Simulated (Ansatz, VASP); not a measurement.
**Mo: VASP beside Ansatz**

```xyz
1
Lattice="-1.4722 1.6302 1.6382 1.4722 -1.6302 1.6382 1.4722 1.6302 -1.6382" Properties=species:S:1:pos:R:3 pbc="T T T"
Mo    0.0000    0.0000    0.0000
```

Change from the starting cell: strain +e along x and -e along y -0.0500, strain +e along z and -e/2 along x and y +0.0367.

Alike in both runs: task single point; functional PBE; k mesh 20 × 20 × 20; occupations gaussian, width 0.15 eV; no spin polarisation.

|  | VASP | Ansatz |
| --- | --- | --- |
| version | VASP 6.6.1 | Ansatz 0.2.0 |
| potentials or method | VASP PAW PBE potentials, release 64 (Mo_sv), cutoff 520 eV | scalar-relativistic, plane waves, PAW |
| valence electrons in the cell | 14 | 14 |

Ansatz gave:

* gap on the k mesh at the Fermi level (eV): none
* pressure (GPa): 2.5
* traceless stress, the component that is largest in VASP (GPa): 19.81

Q: Estimate VASP's values.

A: gap on the k mesh at the Fermi level (eV): none; pressure (GPa): 3.0; traceless stress, the component that is largest in VASP (GPa): 19.81.

A gap of «none» marks a metal or a gap that the smearing closes. With one functional, cell and mesh, what is left measures potentials, basis and numerics.
